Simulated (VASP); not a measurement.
# Ti (P6_3/mmc) in VASP: relaxation of cell and atoms with PBEsol

Aim: the relaxation of cell and atoms of Ti with PBEsol.

Everything below comes from runs of VASP 6.6.1. Logs are shortened: lines on timing, memory, paths and dates and some standing lists are left out, and cuts for length are marked.

## 1. The cell of the first run

It takes space group P6_3/mmc (No. 194, hexagonal). The conventional cell has a = 2.950 Å, b = 2.950 Å, c = 4.680 Å, α = 90.00°, β = 90.00°, γ = 120.00°. Within 3.8 Å of Ti (site symmetry -6m2) lie 12 Ti at 2.89 to 2.95 Å.

## 2. Relaxation of cell and atoms, PBEsol

INCAR

```
SYSTEM = Ti
PREC = Accurate
ENCUT = 600
EDIFF = 1E-6
ISMEAR = -1
SIGMA = 0.1
LREAL = .FALSE.
LASPH = .TRUE.
NELM = 80
ALGO = Normal
ISIF = 3
LWAVE = .FALSE.
LCHARG = .FALSE.
GGA = PS
IBRION = 2
NSW = 80
EDIFFG = -0.02
```

KPOINTS

```
Automatic mesh
0
G
  18 18 10
  0 0 0
```

POSCAR

```
Ti
1.0
    2.9500000000      0.0000000000      0.0000000000
   -1.4750000000      2.5547700000      0.0000000000
    0.0000000000      0.0000000000      4.6800000000
Ti
2
Direct
    0.3333333333      0.6666666667      0.2500000000
    0.6666666667      0.3333333333      0.7500000000
```

Potentials or basis: VASP PAW PBE potentials, release 64 (Ti_sv).

Launch:

```bash
$ cat potpaw_PBE.64/Ti_sv/POTCAR > POTCAR
$ mpirun -np 1 vasp_std > vasp.out
```

OUTCAR:

```text
SYSTEM = Ti
   PREC = Accurate
   ENCUT = 600
   EDIFF = 1E-6
   ISMEAR = -1
   LREAL = .FALSE.
   LASPH = .TRUE.
   NELM = 80
   ISIF = 3
   GGA = PS
   IBRION = 2
   NSW = 80
   EDIFFG = -0.02

 ion  position               nearest neighbor table
   1  0.333  0.667  0.250-   2 2.89   2 2.89   2 2.89   2 2.89   2 2.89   2 2.89
   2  0.667  0.333  0.750-   1 2.89   1 2.89   1 2.89   1 2.89   1 2.89   1 2.89

  LATTYP: Found a hexagonal cell.
 ALAT       =     2.9500000000
 C/A-ratio  =     1.5864406780

  Lattice vectors:

 A1 = (   2.9500000000,   0.0000000000,   0.0000000000)
 A2 = (  -1.4750000000,   2.5547700000,   0.0000000000)
 A3 = (   0.0000000000,   0.0000000000,   4.6800000000)

Analysis of symmetry for initial positions (statically):
=====================================================================
 Subroutine PRICEL returns:
 Original cell was already a primitive cell.

 Routine SETGRP: Setting up the symmetry group for a
 hexagonal supercell.

 Subroutine GETGRP returns: Found 24 space group operations
 (whereof 12 operations were pure point group operations)
 out of a pool of 24 trial point group operations.

The static configuration has the point symmetry D_3d.
 The point group associated with its full space group is D_6h.

Analysis of symmetry for dynamics (positions and initial velocities):
=====================================================================
 Subroutine PRICEL returns:
 Original cell was already a primitive cell.

 Routine SETGRP: Setting up the symmetry group for a
 hexagonal supercell.

 Subroutine GETGRP returns: Found 24 space group operations
 (whereof 12 operations were pure point group operations)
 out of a pool of 24 trial point group operations.

The dynamic configuration has the point symmetry D_3d.
 The point group associated with its full space group is D_6h.

 Subroutine INISYM returns: Found 24 space group operations
 (whereof 12 operations are pure point group operations),
 and found     1 'primitive' translations

----------------------------------------------------------------------------------------

                                     Primitive cell

  volume of cell :      35.2712

  direct lattice vectors                    reciprocal lattice vectors
     2.950000000  0.000000000  0.000000000     0.338983051  0.195712334  0.000000000
    -1.475000000  2.554770000  0.000000000     0.000000000  0.391424668  0.000000000
     0.000000000  0.000000000  4.680000000     0.000000000  0.000000000  0.213675214

  length of vectors
     2.950000000  2.949995721  4.680000000     0.391424101  0.391424668  0.213675214

  position of ions in fractional coordinates (direct lattice)
     0.333333333  0.666666667  0.250000000
     0.666666667  0.333333333  0.750000000

  ion indices of the primitive-cell ions
   primitive index   ion index
                 1           1
                 2           2

----------------------------------------------------------------------------------------

 KPOINTS: Automatic mesh

Automatic generation of k-mesh.
 Grid dimensions read from file:
 generate k-points for:   18   18   10

 Generating k-lattice:

  Cartesian coordinates                     Fractional coordinates (reciprocal lattice)
     0.018832392  0.010872907  0.000000000     0.055555556 -0.000000000  0.000000000
     0.000000000  0.021745815  0.000000000     0.000000000  0.055555556  0.000000000
     0.000000000  0.000000000  0.021367521     0.000000000  0.000000000  0.100000000

  Length of vectors
     0.021745783  0.021745815  0.021367521

  Shift w.r.t. Gamma in fractional coordinates (k-lattice)
     0.000000000  0.000000000  0.000000000

 Subroutine IBZKPT returns following result:
 ===========================================

 Found    222 irreducible k-points:

 Following reciprocal coordinates:
            Coordinates               Weight
  0.000000  0.000000  0.000000      1.000000
  0.055556  0.000000  0.000000      6.000000
  0.111111  0.000000  0.000000      6.000000
  0.166667  0.000000  0.000000      6.000000
  0.222222  0.000000  0.000000      6.000000
  0.277778  0.000000  0.000000      6.000000
[... 16 lines left out ...]
  0.333333  0.111111  0.000000     12.000000
  0.388889  0.111111  0.000000     12.000000
 [... further k-points ...]
   k-points           NKPTS =    222   k-points in BZ     NKDIM =    222   number of bands    NBANDS=     16
   number of dos      NEDOS =    301   number of ions     NIONS =      2
   total plane-waves  NPLWV =  23040
   dimension x,y,z NGX =    24 NGY =   24 NGZ =   40
   dimension x,y,z NGXF=    48 NGYF=   48 NGZF=   80
   ions per type =               2
   NGX,Y,Z   is equivalent  to a cutoff of  13.53, 13.53, 14.21 a.u.
   NGXF,Y,Z  is equivalent  to a cutoff of  27.05, 27.05, 28.42 a.u.
 SYSTEM =  Ti
   PREC   = accura    normal or accurate (medium, high low for compatibility)
   ISTART =      0    job   : 0-new  1-cont  2-samecut
   ICHARG =      2    charge: 1-file 2-atom 10-const
   ISPIN  =      1    spin polarized calculation?
   LNONCOLLINEAR =      F non collinear calculations
   LSORBIT =      F    spin-orbit coupling
   LASPH  =      T    aspherical Exc in radial PAW
   ENCUT  =  600.0 eV  44.10 Ry    6.64 a.u.   5.89  5.89  9.35*2*pi/ulx,y,z
   NELM   =     80;   NELMIN=  2; NELMDL= -5     # of ELM steps
   EDIFF  = 0.1E-05   stopping-criterion for ELM
   LREAL  =      F    real-space projection
   EDIFFG = -.2E-01   stopping-criterion for IOM
   NSW    =     80    number of steps for IOM
   IBRION =      2    ionic relax: 0-MD 1-quasi-New 2-CG
   NFREE  =      1    steps in history (QN), initial steepest desc. (CG)
   ISIF   =      3    stress and relaxation
   ISYM   =      2    0-nonsym 1-usesym 2-fastsym
   POTIM  = 0.5000    time-step for ionic-motion
   TEBEG  =    0.0;   TEEND  =   0.0 temperature during run
   PSTRESS=    0.0 pullay stress
   NELECT =      24.0000    total number of electrons
   NUPDOWN=      -1.0000    fix difference up-down
   EMIN   =  10.00;   EMAX   =-10.00  energy-range for DOS
   EFERMI =   0.00;   METHOD = LEGACY
   ISMEAR =    -1;   SIGMA  =   0.10  broadening in eV -4-tet -1-fermi 0-gaus
   EFERMI_NEDOS =   21; number of points for ismear=-14 and -15
   IALGO  =     38    algorithm
   IMIX   =      4    mixing-type and parameters
     AMIX     =   0.40;   BMIX     =  1.00
     AMIX_MAG =   1.60;   BMIX_MAG =  1.00
  volume/ion in A,a.u.               =      17.64       119.01
  Fermi-wavevector in a.u.,A,eV,Ry     =   1.439921  2.721056 28.209948  2.073373
  Thomas-Fermi vector in A             =   2.558723
   LORBIT       =      0    0 simple, 1 ext, 2 COOP (PROOUT), +10 PAW based schemes
   GGA     = PS    functional components
   LHFCALC =     F    Hartree Fock is set to
   AEXX    =    0.0000 exact exchange contribution
   IVDW    =     0    specifies the selected vdW correction
   LEPSILON=     F    determine dielectric tensor
   LRPA    =     F    only Hartree local field effects (RPA)
 conjugate gradient relaxation of ions
 non-spin polarized calculation
  energy-cutoff  :      600.00
  volume of cell :       35.27
 maximum number of plane-waves:      1194
 NGX is ok and might be reduce to    24
   NGX = 11   NGY = 11   NGZ = 19

--------------------------------------- Ionic step        1  -------------------------------------------

 number of electron      23.9999996 magnetization

 Free energy of the ion-electron system (eV)
  ---------------------------------------------------
  ext. energy  EPLUGINS =         0.00000000
  ---------------------------------------------------
  free energy    TOTEN  =       -16.67904988 eV

  energy without entropy =      -16.59984219  energy(sigma->0) =      -16.63944604

------------------------ aborting loop because EDIFF is reached ----------------------------------------

  FORCE on cell =-STRESS in cart. coord.  units (eV):
  Direction    XX          YY          ZZ          XY          YZ          ZX
  --------------------------------------------------------------------------------------
  -------------------------------------------------------------------------------------
  Total       -1.2526247     -1.2526199     -1.3294599     -0.0000000     -0.0000000      0.0000000
  in kB      -56.8999509    -56.8997308    -60.3901547     -0.0000000     -0.0000000      0.0000000
  external PRESSURE =     -58.0632788 kB  Pullay stress =       0.0000000 kB
[... 57 lines left out ...]
  energy  without entropy=      -16.6236628976  energy(sigma->0) =      -16.65926940

--------------------------------------- Ionic step        3  -------------------------------------------

 number of electron      23.9999997 magnetization

 Free energy of the ion-electron system (eV)
  ---------------------------------------------------
  ext. energy  EPLUGINS =         0.00000000
  ---------------------------------------------------
  free energy    TOTEN  =       -16.71441984 eV

  energy without entropy =      -16.64012083  energy(sigma->0) =      -16.67727034

 E-fermi :   8.6033     XC(G=0): -11.8222

 val. band max:        8.6029408412   @ k =   0.2222   0.2222   0.5000
 cond. band min:       8.6045680349   @ k =   0.3333   0.2222   0.3000
 fundamental gap:      0.0016271937
 Fermi energy:         8.6032907369

 k-point     1 :       0.0000    0.0000    0.0000
  band No.  band energies     occupation
      1     -47.9310      2.00000
      2     -47.7678      2.00000
      3     -24.6655      2.00000
      4     -23.9394      2.00000
      5     -23.9394      2.00000
      6     -23.8510      2.00000
[... 8 lines left out ...]
     15       9.9495      0.00000
     16       9.9495      0.00000
[... 420 lines left out ...]
  band No.  band energies     occupation
      1     -47.7905      2.00000
      2     -47.7371      2.00000
      3     -24.4524      2.00000
      4     -24.3164      2.00000
      5     -24.3137      2.00000
      6     -24.1307      2.00000
[... 8 lines left out ...]
     15       9.8493      0.00001
     16      11.9067      0.00000

 [... further k-points ...]

------------------------ aborting loop because EDIFF is reached ----------------------------------------

  FORCE on cell =-STRESS in cart. coord.  units (eV):
  Direction    XX          YY          ZZ          XY          YZ          ZX
  --------------------------------------------------------------------------------------
  -------------------------------------------------------------------------------------
  Total        0.0049374      0.0049374     -0.0167062      0.0000000     -0.0000000      0.0000000
  in kB        0.2367819      0.2367810     -0.8011761      0.0000000     -0.0000000      0.0000000
  external PRESSURE =      -0.1092044 kB  Pullay stress =       0.0000000 kB
[... 17 lines left out ...]
  FREE ENERGIE OF THE ION-ELECTRON SYSTEM (eV)
  ---------------------------------------------------
  free  energy   TOTEN  =       -16.7144198446 eV

  energy  without entropy=      -16.6401208299  energy(sigma->0) =      -16.67727034

 reached required accuracy - stopping structural energy minimisation
```

Run time: 2.6 min. Hardware: 1 thread of AMD EPYC 9R45 (Zen 5), shared host; peak memory 0.24 GiB.

Results:

| Quantity | Value |
| --- | --- |
| Free energy | -16.7144 eV |
| Relaxed volume | 16.70 Å³/atom |
| Relaxed cell | a = 2.898 Å, b = 2.898 Å, c = 4.593 Å, α = 90.00°, β = 90.00°, γ = 120.00° |
| Space group after relaxing (to 0.1 Å) | P6_3/mmc (No. 194) |
| Energy gained by relaxing | 17.7 meV/atom |
| Ionic steps | 3 |
| Pressure after relaxing | 0.0 GPa |
| Band gap on the k mesh | zero (bands 12 and 13 overlap by 1.12 eV) |

Step by step:
```tsv
step	energy change (eV)	largest force (eV/Å)	pressure (GPa)	volume (Å³)
1	0.0000	0.0000	-5.81	35.27
2	-0.0158	0.0000	4.97	32.11
3	-0.0354	0.0000	-0.01	33.41
```

Final structure:
```cif
data_structure
_symmetry_space_group_name_H-M 'P 1'
_symmetry_Int_Tables_number 1
_cell_length_a 2.8982
_cell_length_b 2.8982
_cell_length_c 4.5928
_cell_angle_alpha 90.000
_cell_angle_beta 90.000
_cell_angle_gamma 120.000
_cell_volume 33.41
loop_
_atom_site_label
_atom_site_type_symbol
_atom_site_fract_x
_atom_site_fract_y
_atom_site_fract_z
_atom_site_occupancy
Ti1 Ti 0.33333 0.66667 0.25000 1
Ti2 Ti 0.66667 0.33333 0.75000 1
```

Caveat: the PAW data sets were made with another functional, which shifts forces and pressure a little.
